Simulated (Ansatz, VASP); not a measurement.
## Two plane-wave programs on NbSi

```
CELL_PARAMETERS angstrom
3.15598 0.00000 0.00000
0.00000 3.15598 0.00000
0.00000 0.00000 3.15598
ATOMIC_POSITIONS crystal
Nb 0.00000 0.00000 0.00000
Si 0.50000 0.50000 0.50000
```

Alike in both runs: functional PBE; k mesh 6 × 6 × 6; occupations gaussian, width 0.1 eV; no spin polarisation.

Ansatz relaxed the structure, and its values are those at the end. VASP's run is a single point on that final structure, the one shown.

```csv
,VASP,Ansatz
version,VASP 6.6.1,Ansatz 0.2.0
potentials or method,"VASP PAW PBE potentials, release 64 (Nb_sv, Si), cutoff 520 eV","scalar-relativistic, plane waves, PAW"
valence electrons in the cell,17,17
```

```csv
,VASP,Ansatz,Ansatz less VASP
gap on the k mesh at the Fermi level (eV),none,none,-
pressure (GPa),0.1,0.3,+0.22
```

A gap of «none» marks a metal or a gap that the smearing closes.
